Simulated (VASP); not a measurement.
# InSb in VASP: notebook

InSb is run at these levels: PBE; tasks: single point.

All numbers are computed with VASP 6.6.1; they aren't measurements. Logs are shortened: lines on timing, memory, paths and dates and some standing lists are left out, and cuts for length are marked.

## 1. The cell of the first run

The cell holds a slab with vacuum, 6 atoms: a = 4.692 Å, b = 4.692 Å, c = 23.294 Å, α = 90.00°, β = 90.00°, γ = 90.00°.

## 2. Single point, PBE (atoms taken out)

Contents of INCAR:

```
ALGO = Normal
DIPOL = 0.5 0.5 0.500
EDIFF = 1E-6
ENCUT = 520
GGA = PE
IDIPOL = 3
ISIF = 2
ISMEAR = 0
LASPH = T
LCHARG = F
LDIPOL = T
LREAL = F
LWAVE = F
NBANDS = 36
NELM = 100
PREC = Accurate
SIGMA = 0.1
```

Contents of KPOINTS:

```
k-points
0
Gamma
  8 8 1
```

Contents of POSCAR:

```
InSb
1.0
    4.6915474145      0.0000000000      0.0000000000
    0.0000000000      4.6915474145      0.0000000000
    0.0000000000      0.0000000000     23.2935624777
Sb In
3 3
Direct
    0.0000000000      0.5000000000      0.3219773707
    0.5000000000      0.0000000000      0.4643954741
    0.0000000000      0.5000000000      0.6068135776
    0.5000000000      0.5000000000      0.3931864224
    0.0000000000      0.0000000000      0.5356045259
    0.5000000000      0.5000000000      0.6780226293
```

Potentials or basis: VASP PAW PBE potentials, release 64 (Sb, In_d).

Launch:

```
> cat potpaw_PBE.64/Sb/POTCAR potpaw_PBE.64/In_d/POTCAR > POTCAR
> mpirun -np 1 vasp_std > vasp.out
```

OUTCAR:

```text
EDIFF = 1E-6
   ENCUT = 520
   GGA = PE
   ISIF = 2
   ISMEAR = 0
   LASPH = T
   LREAL = F
   NELM = 100
   PREC = Accurate

 ion  position               nearest neighbor table
   1  0.000  0.500  0.322-   4 2.87   4 2.87
   2  0.500  0.000  0.464-   4 2.87   4 2.87   5 2.87   5 2.87
   3  0.000  0.500  0.607-   5 2.87   6 2.87   5 2.87   6 2.87
   4  0.500  0.500  0.393-   1 2.87   2 2.87   2 2.87   1 2.87
   5  0.000  0.000  0.536-   3 2.87   3 2.87   2 2.87   2 2.87
   6  0.500  0.500  0.678-   3 2.87   3 2.87

  LATTYP: Found a simple tetragonal cell.
 ALAT       =     4.6915474145
 C/A-ratio  =     4.9650063017

  Lattice vectors:

 A1 = (   4.6915474145,   0.0000000000,   0.0000000000)
 A2 = (   0.0000000000,   4.6915474145,   0.0000000000)
 A3 = (   0.0000000000,   0.0000000000,  23.2935624777)

Analysis of symmetry for initial positions (statically):
=====================================================================
 Subroutine PRICEL returns:
 Original cell was already a primitive cell.

 Routine SETGRP: Setting up the symmetry group for a
 simple tetragonal supercell.

 Subroutine GETGRP returns: Found  4 space group operations
 (whereof  4 operations were pure point group operations)
 out of a pool of 16 trial point group operations.

The static configuration has the point symmetry C_2v.

Analysis of symmetry for dynamics (positions and initial velocities):
=====================================================================
 Subroutine PRICEL returns:
 Original cell was already a primitive cell.

 Routine SETGRP: Setting up the symmetry group for a
 simple tetragonal supercell.

 Subroutine GETGRP returns: Found  4 space group operations
 (whereof  4 operations were pure point group operations)
 out of a pool of 16 trial point group operations.

The dynamic configuration has the point symmetry C_2v.

 Subroutine INISYM returns: Found  4 space group operations
 (whereof  4 operations are pure point group operations),
 and found     1 'primitive' translations

----------------------------------------------------------------------------------------

                                     Primitive cell

  volume of cell :     512.7057

  direct lattice vectors                    reciprocal lattice vectors
     4.691547414  0.000000000  0.000000000     0.213149290  0.000000000  0.000000000
     0.000000000  4.691547414  0.000000000     0.000000000  0.213149290  0.000000000
     0.000000000  0.000000000 23.293562478     0.000000000  0.000000000  0.042930316

  length of vectors
     4.691547414  4.691547414 23.293562478     0.213149290  0.213149290  0.042930316

  position of ions in fractional coordinates (direct lattice)
     0.000000000  0.500000000  0.321977371
     0.500000000  0.000000000  0.464395474
     0.000000000  0.500000000  0.606813578
     0.500000000  0.500000000  0.393186422
     0.000000000  0.000000000  0.535604526
     0.500000000  0.500000000  0.678022629

  ion indices of the primitive-cell ions
   primitive index   ion index
                 1           1
                 2           2
                 3           3
                 4           4
                 5           5
                 6           6

----------------------------------------------------------------------------------------

 KPOINTS: k-points

Automatic generation of k-mesh.
 Grid dimensions read from file:
 generate k-points for:    8    8    1

 Generating k-lattice:

  Cartesian coordinates                     Fractional coordinates (reciprocal lattice)
     0.026643661  0.000000000  0.000000000     0.125000000  0.000000000  0.000000000
     0.000000000  0.026643661  0.000000000     0.000000000  0.125000000  0.000000000
     0.000000000  0.000000000  0.042930316     0.000000000  0.000000000  1.000000000

  Length of vectors
     0.026643661  0.026643661  0.042930316

  Shift w.r.t. Gamma in fractional coordinates (k-lattice)
     0.000000000  0.000000000  0.000000000

 Subroutine IBZKPT returns following result:
 ===========================================

 Found     25 irreducible k-points:

 Following reciprocal coordinates:
            Coordinates               Weight
  0.000000  0.000000  0.000000      1.000000
  0.125000  0.000000  0.000000      2.000000
  0.000000  0.125000  0.000000      2.000000
  0.250000  0.000000  0.000000      2.000000
  0.000000  0.250000  0.000000      2.000000
  0.375000  0.000000  0.000000      2.000000
[... 16 lines left out ...]
  0.500000  0.375000  0.000000      2.000000
 -0.375000  0.500000  0.000000      2.000000
   k-points           NKPTS =     25   k-points in BZ     NKDIM =     25   number of bands    NBANDS=     36
   number of dos      NEDOS =    301   number of ions     NIONS =      6
   total plane-waves  NPLWV = 233280
   dimension x,y,z NGX =    36 NGY =   36 NGZ =  180
   dimension x,y,z NGXF=    72 NGYF=   72 NGZF=  360
   ions per type =               3   3
   NGX,Y,Z   is equivalent  to a cutoff of  12.76, 12.76, 12.85 a.u.
   NGXF,Y,Z  is equivalent  to a cutoff of  25.51, 25.51, 25.69 a.u.
 SYSTEM =  unknown system
   PREC   = accura    normal or accurate (medium, high low for compatibility)
   ISTART =      0    job   : 0-new  1-cont  2-samecut
   ICHARG =      2    charge: 1-file 2-atom 10-const
   ISPIN  =      1    spin polarized calculation?
   LNONCOLLINEAR =      F non collinear calculations
   LSORBIT =      F    spin-orbit coupling
   LASPH  =      T    aspherical Exc in radial PAW
   ENCUT  =  520.0 eV  38.22 Ry    6.18 a.u.   8.72  8.72 43.31*2*pi/ulx,y,z
   NELM   =    100;   NELMIN=  2; NELMDL= -5     # of ELM steps
   EDIFF  = 0.1E-05   stopping-criterion for ELM
   LREAL  =      F    real-space projection
   EDIFFG = 0.1E-04   stopping-criterion for IOM
   NSW    =      0    number of steps for IOM
   IBRION =     -1    ionic relax: 0-MD 1-quasi-New 2-CG
   NFREE  =      0    steps in history (QN), initial steepest desc. (CG)
   ISIF   =      2    stress and relaxation
   ISYM   =      2    0-nonsym 1-usesym 2-fastsym
   POTIM  = 0.5000    time-step for ionic-motion
   TEBEG  =    0.0;   TEEND  =   0.0 temperature during run
   PSTRESS=    0.0 pullay stress
   NELECT =      54.0000    total number of electrons
   NUPDOWN=      -1.0000    fix difference up-down
   EMIN   =  10.00;   EMAX   =-10.00  energy-range for DOS
   EFERMI =   0.00;   METHOD = LEGACY
   ISMEAR =     0;   SIGMA  =   0.10  broadening in eV -4-tet -1-fermi 0-gaus
   EFERMI_NEDOS =   21; number of points for ismear=-14 and -15
   IALGO  =     38    algorithm
   IMIX   =      4    mixing-type and parameters
     AMIX     =   0.40;   BMIX     =  1.00
     AMIX_MAG =   1.60;   BMIX_MAG =  1.00
  volume/ion in A,a.u.               =      85.45       576.65
  Fermi-wavevector in a.u.,A,eV,Ry     =   0.773126  1.460995  8.132517  0.597723
  Thomas-Fermi vector in A             =   1.874903
   LORBIT       =      0    0 simple, 1 ext, 2 COOP (PROOUT), +10 PAW based schemes
   GGA     = PE    functional components
   LHFCALC =     F    Hartree Fock is set to
   AEXX    =    0.0000 exact exchange contribution
   IVDW    =     0    specifies the selected vdW correction
   LEPSILON=     F    determine dielectric tensor
   LRPA    =     F    only Hartree local field effects (RPA)
 non-spin polarized calculation
 Gauss-broadening in eV      SIGMA  =   0.10
  energy-cutoff  :      520.00
  volume of cell :      512.71
 maximum number of plane-waves:     13903
   NGX = 17   NGY = 17   NGZ = 87

 dipolmoment           0.000000      0.000000      0.009294 electrons x Angstroem

 number of electron      53.9999997 magnetization

 dipolmoment           0.000000      0.000000     -0.127167 electrons x Angstroem

 Free energy of the ion-electron system (eV)
  ---------------------------------------------------
  ext. energy  EPLUGINS =         0.00000000
  ---------------------------------------------------
  free energy    TOTEN  =       -18.38839525 eV

  energy without entropy =      -18.36231085  energy(sigma->0) =      -18.37535305

 E-fermi :  -0.8162     XC(G=0):  -4.2722

 val. band max:       -0.8329212599   @ k =  -0.1250   0.2500   0.0000
 cond. band min:      -0.7929386714   @ k =   0.2500   0.1250   0.0000
 fundamental gap:      0.0399825885
 Fermi energy:        -0.8161821298

 k-point     1 :       0.0000    0.0000    0.0000
  band No.  band energies     occupation
      1     -15.3643      2.00000
      2     -15.2879      2.00000
      3     -15.2867      2.00000
      4     -15.2724      2.00000
      5     -15.2568      2.00000
      6     -15.2381      2.00000
[... 28 lines left out ...]
     35       2.7761      0.00000
     36       3.2306      0.00000

 k-point     2 :       0.1250    0.0000    0.0000
  band No.  band energies     occupation
      1     -15.3615      2.00000
      2     -15.2875      2.00000
      3     -15.2856      2.00000
      4     -15.2737      2.00000
      5     -15.2563      2.00000
      6     -15.2426      2.00000
[... 28 lines left out ...]
     35       2.6624      0.00000
     36       3.3768      0.00000

 k-point     3 :       0.0000    0.1250    0.0000
  band No.  band energies     occupation
      1     -15.3634      2.00000
      2     -15.2892      2.00000
      3     -15.2836      2.00000
      4     -15.2729      2.00000
      5     -15.2585      2.00000
      6     -15.2375      2.00000
[... 28 lines left out ...]
     35       2.8403      0.00000
     36       3.3028      0.00000
[... 742 lines left out ...]
 k-point    23 :       0.5000    0.3750    0.0000
  band No.  band energies     occupation
      1     -15.3327      2.00000
      2     -15.3150      2.00000
      3     -15.2884      2.00000
      4     -15.2814      2.00000
      5     -15.2674      2.00000
      6     -15.2329      2.00000
[... 28 lines left out ...]
     35       3.7427      0.00000
     36       4.1130      0.00000

 k-point    24 :      -0.3750    0.5000    0.0000
  band No.  band energies     occupation
      1     -15.3393      2.00000
      2     -15.3095      2.00000
      3     -15.2888      2.00000
      4     -15.2812      2.00000
      5     -15.2651      2.00000
      6     -15.2301      2.00000
[... 28 lines left out ...]
     35       3.6269      0.00000
     36       4.1069      0.00000

 [... further k-points ...]

------------------------ aborting loop because EDIFF is reached ----------------------------------------

 vacuum level on the upper side and lower side of the slab       (xc-potential included)        -0.643         0.383

  FORCE on cell =-STRESS in cart. coord.  units (eV):
  Direction    XX          YY          ZZ          XY          YZ          ZX
  --------------------------------------------------------------------------------------
  -------------------------------------------------------------------------------------
  Total       -0.1358555     -0.7323965      0.6050537      0.0000000      0.0000000      0.0000000
  in kB       -0.4245410     -2.2886993      1.8907598      0.0000000      0.0000000      0.0000000
  external PRESSURE =      -0.2741602 kB  Pullay stress =       0.0000000 kB

 VOLUME and BASIS-vectors are now :
 -----------------------------------------------------------------------------
  energy-cutoff  :      520.00
  volume of cell :      512.71
      direct lattice vectors                 reciprocal lattice vectors
     4.691547414  0.000000000  0.000000000     0.213149290  0.000000000  0.000000000
     0.000000000  4.691547414  0.000000000     0.000000000  0.213149290  0.000000000
     0.000000000  0.000000000 23.293562478     0.000000000  0.000000000  0.042930316

 POSITION                                       TOTAL-FORCE (eV/Angst)
 -----------------------------------------------------------------------------------
      0.00000      2.34577      7.50000         0.000000      0.000000      0.163070
      2.34577      0.00000     10.81742         0.000000      0.000000      0.295382
      0.00000      2.34577     14.13485         0.000000      0.000000     -0.187465
      2.34577      2.34577      9.15871         0.000000      0.000000     -0.342523
      0.00000      0.00000     12.47614         0.000000      0.000000     -0.265895
      2.34577      2.34577     15.79356         0.000000      0.000000      0.337431
 -----------------------------------------------------------------------------------
    total drift:                                0.000000      0.000000     -0.000134

  FREE ENERGIE OF THE ION-ELECTRON SYSTEM (eV)
  ---------------------------------------------------
  free  energy   TOTEN  =       -18.3883952499 eV

  energy  without entropy=      -18.3623108531  energy(sigma->0) =      -18.37535305

 vacuum level on the upper side and lower side of the slab         3.206         4.260
```

Wall time 11 min (1 thread of Intel Xeon 6975P-C (Granite Rapids), shared host); peak memory 0.75 GiB.

Results:

```yaml
Free_energy: -18.3884 eV
Largest_force: 0.343 eV/Å
Band_gap_on_the_k_mesh: zero (bands 27 and 28 overlap by 0.72 eV)
```

Forces on the atoms (eV/Å):
```
Sb   0.000  0.000  0.163
Sb   0.000  0.000  0.295
Sb   0.000  0.000 -0.187
In   0.000  0.000 -0.343
In   0.000  0.000 -0.266
In   0.000  0.000  0.337
```

Caveat: the cell differs from its parent crystal (atoms taken out); spin-orbit coupling is left out, which moves the levels of the heavy elements.

## 3. Single point, PBE

This run uses another cell than the first one: it holds 8 atoms, not 6.

Contents of INCAR:

```
SYSTEM = InSb
  PREC = Accurate
  ENCUT = 520
  EDIFF = 1E-6
  ISMEAR = 0
  SIGMA = 0.1
  LREAL = .False.
  LASPH = .True.
  NELM = 80
  ALGO = Normal
  ISIF = 2
  LWAVE = .False.
  LCHARG = .False.
  LDIPOL = .True.
  IDIPOL = 3
  DIPOL = 0.5 0.5 0.500
  GGA = PE
  NBANDS = 46
```

Contents of KPOINTS:

```
regular mesh
0
Gamma
  8 8 1
  0 0 0
```

Contents of POSCAR:

```
InSb
1.0
    4.6915474145      0.0000000000      0.0000000000
    0.0000000000      4.6915474145      0.0000000000
    0.0000000000      0.0000000000     18.6109874687
Sb In
4 4
Direct
    0.0000000000      0.5000000000      0.1880609509
    0.5000000000      0.0000000000      0.3663118361
    0.0000000000      0.5000000000      0.5445627213
    0.5000000000      0.0000000000      0.7228136065
    0.5000000000      0.5000000000      0.2771863935
    0.0000000000      0.0000000000      0.4554372787
    0.5000000000      0.5000000000      0.6336881639
    0.0000000000      0.0000000000      0.8119390491
```

Potentials or basis: VASP PAW PBE potentials, release 64 (Sb, In_d).

Launch:

```
> cat potpaw_PBE.64/Sb/POTCAR potpaw_PBE.64/In_d/POTCAR > POTCAR
> mpirun -np 1 vasp_std > vasp.out
```

Run time: 6.7 min. Hardware: 1 thread of Intel Xeon 6975P-C (Granite Rapids), shared host; peak memory 0.66 GiB.

It converged, with:

| Quantity | Value |
| --- | --- |
| Free energy | -25.2842 eV |
| Largest force | 0.473 eV/Å |
| Band gap on the k mesh | zero (bands 36 and 37 overlap by 0.60 eV) |

Forces in eV/Å, atoms in the order of the input:
```
Sb   0.000  0.000  0.106
Sb   0.000  0.000  0.227
Sb   0.000  0.000  0.118
Sb   0.000  0.000 -0.363
In   0.000  0.000 -0.268
In   0.000  0.000 -0.150
In   0.000  0.000 -0.143
In   0.000  0.000  0.473
```

Levels at points of the mesh, in eV from the Fermi level:
```
           k point  band 32  band 33  band 34  band 35  band 36  band 37  band 38  band 39  band 40  band 41
(0.00, 0.00, 0.00)    -1.27    -0.68    -0.55    -0.01     0.29     0.82     1.35     1.40     1.56     1.84
(0.50, 0.00, 0.00)    -1.02    -0.91    -0.88    -0.67    -0.30     0.89     0.94     1.43     1.77     2.87
(0.00, 0.50, 0.00)    -0.93    -0.76    -0.75    -0.53    -0.33    -0.02     0.35     1.62     1.77     2.16
(0.50, 0.50, 0.00)    -2.24    -1.99    -1.83    -0.68    -0.54    -0.29     0.45     1.82     2.04     2.32
```

Caveat: spin-orbit coupling is left out, which moves the levels of the heavy elements.
